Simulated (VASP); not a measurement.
A run of VASP 6.6.1:

File INCAR:

```
SYSTEM = Rb2AlAgCl6
PREC = Accurate
ENCUT = 520
EDIFF = 1E-6
ISMEAR = 0
SIGMA = 0.05
LREAL = .FALSE.
LASPH = .TRUE.
NELM = 80
ALGO = Normal
ISIF = 2
LWAVE = .FALSE.
LCHARG = .FALSE.
GGA = PS
NBANDS = 48
```

KPOINTS

```
Automatic mesh
0
G
  6 6 6
  0 0 0
```

POSCAR

```
Rb2AlAgCl6
1.0
    0.0000000000      4.9947390580      4.9947390580
    4.9947390580      0.0000000000      4.9947390580
    4.9947390580      4.9947390580      0.0000000000
Rb Al Ag Cl
2 1 1 6
Direct
    0.7500000000      0.7500000000      0.7500000000
    0.2500000000      0.2500000000      0.2500000000
    0.0000000000      0.0000000000      0.0000000000
    0.5000000000      0.5000000000      0.5000000000
    0.7664241230      0.2335758770      0.2335758770
    0.2335758770      0.2335758770      0.7664241230
    0.2335758770      0.7664241230      0.7664241230
    0.2335758770      0.7664241230      0.2335758770
    0.7664241230      0.2335758770      0.7664241230
    0.7664241230      0.7664241230      0.2335758770
```

Potentials or basis: VASP PAW PBE potentials, release 64 (Rb_sv, Al, Ag, Cl).

Launch:

```sh
$ cat potpaw_PBE.64/Rb_sv/POTCAR potpaw_PBE.64/Al/POTCAR potpaw_PBE.64/Ag/POTCAR potpaw_PBE.64/Cl/POTCAR > POTCAR
$ mpirun -np 1 vasp_std > vasp.out
```

Hardware: 1 thread of AMD EPYC 9R14 (Zen 4) (shared host).

Task: How long does it take, and how much memory?

Result: It took 3.5 min on 1 thread of AMD EPYC 9R14 (Zen 4), on a shared host, peak memory 0.46 GiB. Counts: scf iterations 15, k points 16.
